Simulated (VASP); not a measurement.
# P (Im-3m) in VASP: notebook

Runs on P. Level: PBEsol. Tasks: single point, relaxation of cell and atoms.

Program: VASP 6.6.1. These are calculated values, not measurements. Logs are shortened: lines on timing, memory, paths and dates and some standing lists are left out, and cuts for length are marked.

## 1. The cell of the first run

It takes space group Im-3m (No. 229, cubic). The conventional cell has a = 3.092 Å, b = 3.092 Å, c = 3.092 Å, α = 90.00°, β = 90.00°, γ = 90.00°. Within 3.5 Å of P (site symmetry m-3m) lie 14 P at 2.68 to 3.09 Å.

## 2. Single point, PBEsol (volume scaled by 1.08)

Input file INCAR:

```
  PREC = Accurate
  ENCUT = 520
  EDIFF = 1E-7
  ISMEAR = -1
  SIGMA = 0.1
  LREAL = F
  LASPH = T
  NELM = 80
  ALGO = Normal
  ISIF = 2
  LWAVE = F
  LCHARG = F
  GGA = PS
  NBANDS = 8
```

Input file KPOINTS:

```
regular mesh
0
Gamma
  16 16 16
```

Input file POSCAR:

```
P
1.0
   -1.5461974721      1.5461974721      1.5461974721
    1.5461974721     -1.5461974721      1.5461974721
    1.5461974721      1.5461974721     -1.5461974721
P
1
Direct
    0.0000000000      0.0000000000      0.0000000000
```

Potentials or basis: VASP PAW PBE potentials, release 64 (P).

Started as:

```bash
$ cat potpaw_PBE.64/P/POTCAR > POTCAR
$ mpirun -np 1 vasp_std > vasp.out
```

OUTCAR:

```text
PREC = Accurate
   ENCUT = 520
   EDIFF = 1E-7
   ISMEAR = -1
   LREAL = F
   LASPH = T
   NELM = 80
   ISIF = 2
   GGA = PS

 ion  position               nearest neighbor table
   1  0.000  0.000  0.000-

  LATTYP: Found a body centered cubic cell.
 ALAT       =     3.0923949442

  Lattice vectors:

 A1 = (  -1.5461974721,   1.5461974721,   1.5461974721)
 A2 = (   1.5461974721,  -1.5461974721,   1.5461974721)
 A3 = (   1.5461974721,   1.5461974721,  -1.5461974721)

Analysis of symmetry for initial positions (statically):
=====================================================================
 Subroutine PRICEL returns:
 Original cell was already a primitive cell.

 Routine SETGRP: Setting up the symmetry group for a
 body centered cubic supercell.

 Subroutine GETGRP returns: Found 48 space group operations
 (whereof 48 operations were pure point group operations)
 out of a pool of 48 trial point group operations.

The static configuration has the point symmetry O_h .

Analysis of symmetry for dynamics (positions and initial velocities):
=====================================================================
 Subroutine PRICEL returns:
 Original cell was already a primitive cell.

 Routine SETGRP: Setting up the symmetry group for a
 body centered cubic supercell.

 Subroutine GETGRP returns: Found 48 space group operations
 (whereof 48 operations were pure point group operations)
 out of a pool of 48 trial point group operations.

The dynamic configuration has the point symmetry O_h .

 Subroutine INISYM returns: Found 48 space group operations
 (whereof 48 operations are pure point group operations),
 and found     1 'primitive' translations

----------------------------------------------------------------------------------------

                                     Primitive cell

  volume of cell :      14.7861

  direct lattice vectors                    reciprocal lattice vectors
    -1.546197472  1.546197472  1.546197472     0.000000000  0.323373960  0.323373960
     1.546197472 -1.546197472  1.546197472     0.323373960  0.000000000  0.323373960
     1.546197472  1.546197472 -1.546197472     0.323373960  0.323373960  0.000000000

  length of vectors
     2.678092580  2.678092580  2.678092580     0.457319840  0.457319840  0.457319840

  position of ions in fractional coordinates (direct lattice)
     0.000000000  0.000000000  0.000000000

  ion indices of the primitive-cell ions
   primitive index   ion index
                 1           1

----------------------------------------------------------------------------------------

 KPOINTS: regular mesh

Automatic generation of k-mesh.
 Grid dimensions read from file:
 generate k-points for:   16   16   16

 Generating k-lattice:

  Cartesian coordinates                     Fractional coordinates (reciprocal lattice)
     0.000000000  0.020210873  0.020210873     0.062500000  0.000000000  0.000000000
     0.020210873  0.000000000  0.020210873     0.000000000  0.062500000  0.000000000
     0.020210873  0.020210873  0.000000000     0.000000000  0.000000000  0.062500000

  Length of vectors
     0.028582490  0.028582490  0.028582490

  Shift w.r.t. Gamma in fractional coordinates (k-lattice)
     0.000000000  0.000000000  0.000000000

 Subroutine IBZKPT returns following result:
 ===========================================

 Found    145 irreducible k-points:

 Following reciprocal coordinates:
            Coordinates               Weight
  0.000000  0.000000  0.000000      1.000000
  0.062500  0.000000  0.000000     12.000000
  0.125000  0.000000  0.000000     12.000000
  0.187500  0.000000  0.000000     12.000000
  0.250000  0.000000  0.000000     12.000000
  0.312500  0.000000  0.000000     12.000000
[... 16 lines left out ...]
  0.187500  0.187500  0.000000     24.000000
  0.250000  0.187500  0.000000     48.000000
 [... further k-points ...]
   k-points           NKPTS =    145   k-points in BZ     NKDIM =    145   number of bands    NBANDS=      8
   number of dos      NEDOS =    301   number of ions     NIONS =      1
   total plane-waves  NPLWV =   8000
   dimension x,y,z NGX =    20 NGY =   20 NGZ =   20
   dimension x,y,z NGXF=    40 NGYF=   40 NGZF=   40
   ions per type =               1
   NGX,Y,Z   is equivalent  to a cutoff of  12.42, 12.42, 12.42 a.u.
   NGXF,Y,Z  is equivalent  to a cutoff of  24.83, 24.83, 24.83 a.u.
 SYSTEM =  unknown system
   PREC   = accura    normal or accurate (medium, high low for compatibility)
   ISTART =      0    job   : 0-new  1-cont  2-samecut
   ICHARG =      2    charge: 1-file 2-atom 10-const
   ISPIN  =      1    spin polarized calculation?
   LNONCOLLINEAR =      F non collinear calculations
   LSORBIT =      F    spin-orbit coupling
   LASPH  =      T    aspherical Exc in radial PAW
   ENCUT  =  520.0 eV  38.22 Ry    6.18 a.u.   4.98  4.98  4.98*2*pi/ulx,y,z
   NELM   =     80;   NELMIN=  2; NELMDL= -5     # of ELM steps
   EDIFF  = 0.1E-06   stopping-criterion for ELM
   LREAL  =      F    real-space projection
   EDIFFG = 0.1E-05   stopping-criterion for IOM
   NSW    =      0    number of steps for IOM
   IBRION =     -1    ionic relax: 0-MD 1-quasi-New 2-CG
   NFREE  =      0    steps in history (QN), initial steepest desc. (CG)
   ISIF   =      2    stress and relaxation
   ISYM   =      2    0-nonsym 1-usesym 2-fastsym
   POTIM  = 0.5000    time-step for ionic-motion
   TEBEG  =    0.0;   TEEND  =   0.0 temperature during run
   PSTRESS=    0.0 pullay stress
   NELECT =       5.0000    total number of electrons
   NUPDOWN=      -1.0000    fix difference up-down
   EMIN   =  10.00;   EMAX   =-10.00  energy-range for DOS
   EFERMI =   0.00;   METHOD = LEGACY
   ISMEAR =    -1;   SIGMA  =   0.10  broadening in eV -4-tet -1-fermi 0-gaus
   EFERMI_NEDOS =   21; number of points for ismear=-14 and -15
   IALGO  =     38    algorithm
   IMIX   =      4    mixing-type and parameters
     AMIX     =   0.40;   BMIX     =  1.00
     AMIX_MAG =   1.60;   BMIX_MAG =  1.00
  volume/ion in A,a.u.               =      14.79        99.78
  Fermi-wavevector in a.u.,A,eV,Ry     =   1.140547  2.155321 17.699106  1.300848
  Thomas-Fermi vector in A             =   2.277249
   LORBIT       =      0    0 simple, 1 ext, 2 COOP (PROOUT), +10 PAW based schemes
   GGA     = PS    functional components
   LHFCALC =     F    Hartree Fock is set to
   AEXX    =    0.0000 exact exchange contribution
   IVDW    =     0    specifies the selected vdW correction
   LEPSILON=     F    determine dielectric tensor
   LRPA    =     F    only Hartree local field effects (RPA)
 non-spin polarized calculation
  energy-cutoff  :      520.00
  volume of cell :       14.79
 maximum number of plane-waves:       420
   NGX =  9   NGY =  9   NGZ =  9

 number of electron       5.0000000 magnetization

 Free energy of the ion-electron system (eV)
  ---------------------------------------------------
  ext. energy  EPLUGINS =         0.00000000
  ---------------------------------------------------
  free energy    TOTEN  =        -5.19969076 eV

  energy without entropy =       -5.18252471  energy(sigma->0) =       -5.19110773

 E-fermi :   9.3692     XC(G=0): -11.4722

 val. band max:        9.2844550614   @ k =  -0.2500   0.2500   0.0625
 cond. band min:       9.3723275540   @ k =   0.5000   0.5000   0.1875
 fundamental gap:      0.0878724925
 Fermi energy:         9.3692084804

 k-point     1 :       0.0000    0.0000    0.0000
  band No.  band energies     occupation
      1      -6.6565      2.00000
      2      16.2245      0.00000
      3      16.2245      0.00000
      4      16.2245      0.00000
      5      21.3405      0.00000
      6      21.3405      0.00000
      7      21.3405      0.00000
      8      25.1418      0.00000

 k-point     2 :       0.0625    0.0000    0.0000
  band No.  band energies     occupation
      1      -6.5423      2.00000
      2      15.4933      0.00000
      3      15.8272      0.00000
      4      16.1546      0.00000
      5      21.0062      0.00000
      6      21.4343      0.00000
      7      21.9396      0.00000
      8      24.4245      0.00000

 k-point     3 :       0.1250    0.0000    0.0000
  band No.  band energies     occupation
      1      -6.2002      2.00000
      2      13.7356      0.00000
      3      14.9773      0.00000
      4      15.9542      0.00000
      5      20.2204      0.00000
      6      21.0987      0.00000
      7      23.3917      0.00000
      8      23.9690      0.00000

 k-point     4 :       0.1875    0.0000    0.0000
  band No.  band energies     occupation
      1      -5.6324      2.00000
      2      11.5332      0.00000
      3      14.0677      0.00000
      4      15.6543      0.00000
      5      19.3098      0.00000
      6      20.1752      0.00000
      7      24.4077      0.00000
      8      24.8589      0.00000

 k-point     5 :       0.2500    0.0000    0.0000
  band No.  band energies     occupation
      1      -4.8432      2.00000
      2       9.2064      1.67184
      3      13.2558      0.00000
      4      15.3064      0.00000
      5      18.4597      0.00000
      6      19.2350      0.00000
      7      25.1929      0.00000
      8      25.1997      0.00000
[... 177 lines left out ...]
 k-point    22 :       0.4375    0.1250    0.0000
  band No.  band energies     occupation
      1      -0.1589      2.00000
      2       2.1327      2.00000
      3       9.6322      0.13453
      4      13.0528      0.00000
      5      18.0390      0.00000
      6      20.3328      0.00000
      7      26.9519      0.00000
      8      27.0664      0.00000

 k-point    23 :       0.1875    0.1875    0.0000
  band No.  band energies     occupation
      1      -3.6178      2.00000
      2       7.9832      2.00000
      3       9.7403      0.04774
      4      13.6482      0.00000
      5      19.3137      0.00000
      6      21.0258      0.00000
      7      24.7278      0.00000
      8      26.1950      0.00000

 k-point    24 :       0.2500    0.1875    0.0000
  band No.  band energies     occupation
      1      -2.5279      2.00000
      2       6.2730      2.00000
      3       8.6413      1.99862
      4      13.1795      0.00000
      5      19.2109      0.00000
      6      21.2931      0.00000
      7      25.1382      0.00000
      8      27.1347      0.00000

 [... further k-points ...]
[... 5 lines left out ...]
  --------------------------------------------------------------------------------------
  -------------------------------------------------------------------------------------
  Total       -0.6646643     -0.6646643     -0.6646643     -0.0000000      0.0000000     -0.0000000
  in kB      -72.0208156    -72.0208156    -72.0208156     -0.0000000      0.0000000     -0.0000000
  external PRESSURE =     -72.0208156 kB  Pullay stress =       0.0000000 kB

 VOLUME and BASIS-vectors are now :
 -----------------------------------------------------------------------------
  energy-cutoff  :      520.00
  volume of cell :       14.79
      direct lattice vectors                 reciprocal lattice vectors
    -1.546197472  1.546197472  1.546197472     0.000000000  0.323373960  0.323373960
     1.546197472 -1.546197472  1.546197472     0.323373960  0.000000000  0.323373960
     1.546197472  1.546197472 -1.546197472     0.323373960  0.323373960  0.000000000

 POSITION                                       TOTAL-FORCE (eV/Angst)
 -----------------------------------------------------------------------------------
      0.00000      0.00000      0.00000         0.000000      0.000000      0.000000
 -----------------------------------------------------------------------------------
    total drift:                                0.000000      0.000000     -0.000000

  FREE ENERGIE OF THE ION-ELECTRON SYSTEM (eV)
  ---------------------------------------------------
  free  energy   TOTEN  =        -5.1996907569 eV

  energy  without entropy=       -5.1825247118  energy(sigma->0) =       -5.19110773
```

Run time: 6.3 s. Hardware: 1 thread of Intel Xeon Platinum 8488C (Sapphire Rapids), shared host; peak memory 0.12 GiB.

What came out:

* Free energy: -5.1997 eV
* Pressure: -7.2 GPa

Caveat: the PAW data sets were made with another functional, which shifts forces and pressure a little.

(Continued in part 2 of 3.)
